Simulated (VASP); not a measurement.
Here is a VASP 6.6.1 calculation.

The input POSCAR:

```
BiSe3
1.0
    4.5327373459      0.0000000000      0.0000000000
    0.0000000000      4.5327373459      0.0000000000
    0.0000000000      0.0000000000      4.5327373459
Bi Se
1 3
Direct
    0.0000000000      0.0000000000      0.0000000000
    0.0000000000      0.5000000000      0.5000000000
    0.5000000000      0.0000000000      0.5000000000
    0.5000000000      0.5000000000      0.0000000000
```

The input INCAR.step1:

```
SYSTEM = BiSe3
PREC = Accurate
ENCUT = 520
ISMEAR = 0
SIGMA = 0.1
LREAL = .FALSE.
LASPH = .TRUE.
NELM = 60
NBANDS = 24
GGA = PE
ALGO = Normal
EDIFF = 1E-4
LWAVE = .TRUE.
LCHARG = .FALSE.
```

Contents of INCAR.step2:

```
SYSTEM = BiSe3
PREC = Accurate
ENCUT = 520
EDIFF = 1E-7
ISMEAR = 0
SIGMA = 0.1
LREAL = .FALSE.
LASPH = .TRUE.
NELM = 60
ALGO = Normal
ISIF = 2
LWAVE = .FALSE.
LCHARG = .FALSE.
METAGGA = R2SCAN
LMIXTAU = .TRUE.
NBANDS = 24
ISTART = 1
```

File KPOINTS:

```
regular mesh
0
G
  10 10 10
  0 0 0
```

Potentials or basis: VASP PAW PBE potentials, release 64 (Bi_d, Se).

Launch:

```sh
$ cat potpaw_PBE.64/Bi_d/POTCAR potpaw_PBE.64/Se/POTCAR > POTCAR
$ cp INCAR.step1 INCAR
$ mpirun -np 1 vasp_std > vasp.out
$ cp INCAR.step2 INCAR
$ mpirun -np 1 vasp_std > vasp.out
```

Q: Predict the pressure.

A: 0.0 GPa.

Q: Predict the band gap on the k mesh.

A: Zero (an odd number of electrons rules out a gap without spin polarisation).

Caveat: the PAW data sets were made with another functional, which shifts forces and pressure a little; spin-orbit coupling is left out, which moves the levels of the heavy elements.
